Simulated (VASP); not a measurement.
Runs of VASP 6.6.1 on Tl. The structure is that of space group I4/mmm (No. 139), or close to it. The cells are those of the table. 

| cell | further INCAR settings | gap on the mesh (eV) | pressure (GPa) |
| --- | --- | --- | --- |
| a = 3.364 Å, angles 107.5, 107.5, 113.5°, 1 atom | ALGO = Fast; EDIFF = 1e-07; NBANDS = 12 | none | -0.8 |
| a = 3.448 Å, angles 107.5, 107.5, 113.4°, 1 atom | ALGO = Fast; EDIFF = 1e-06; NBANDS = 12 | none | -2.7 |
| a = 3.364 Å, angles 111.5, 111.5, 105.4°, 1 atom | ALGO = Fast; EDIFF = 1e-06; NBANDS = 12 | none | -0.8 |
| a = 3.422 Å, angles 106.9, 106.9, 114.8°, 1 atom | ALGO = Fast; EDIFF = 1e-06; NBANDS = 12 | none | (a) |

Alike in all rows: task single point; level PBEsol; potentials or basis VASP PAW PBE potentials, release 64 (Tl_d); no spin polarisation; k mesh 18 × 18 × 18; cutoff (eV) 520; smearing gaussian 0.15 eV.

Question: Estimate the missing entries.

Answer: (a) -2.1.

Caveats: the PAW data sets were made with another functional, which shifts forces and pressure a little; spin-orbit coupling is left out, which moves the levels of the heavy elements.

A k mesh can miss the band edges, and the runs leave out spin-orbit coupling on Tl.

A gap of «none» marks levels without a gap at the run's occupations.
